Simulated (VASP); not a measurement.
The system is Rh.

```
Rh
1.0
     0.00000    1.86117    1.86117
     1.86117    0.00000    1.86117
     1.86117    1.86117    0.00000
Rh
1
Direct
  0.00000 0.00000 0.00000
```

This cell differs from its parent crystal: volume scaled by 0.94.

Base run:

| Quantity | Value |
| --- | --- |
| Program | VASP 6.6.1 |
| Functional | r2SCAN |
| Potentials or basis | VASP PAW PBE potentials, release 64 (Rh_pv) |
| Cutoff | 520 eV |
| k mesh | 18 × 18 × 18 |
| Occupations | gaussian, width 0.1 eV |
| Spin | no spin polarisation |

Its results: pressure 22.1 GPa.

Problem. The run is repeated on the same cell with these changes: potentials or basis from VASP PAW PBE potentials, release 64 (Rh_pv) to VASP PAW PBE potentials, release 64 (Rh_sv_GW); cutoff from 520 eV to 580 eV; valence electrons from 15 to 17. What comes out?

Solution. Pressure 18.8 GPa.

Caveats: the PAW data sets were made with another functional, which shifts forces and pressure a little.
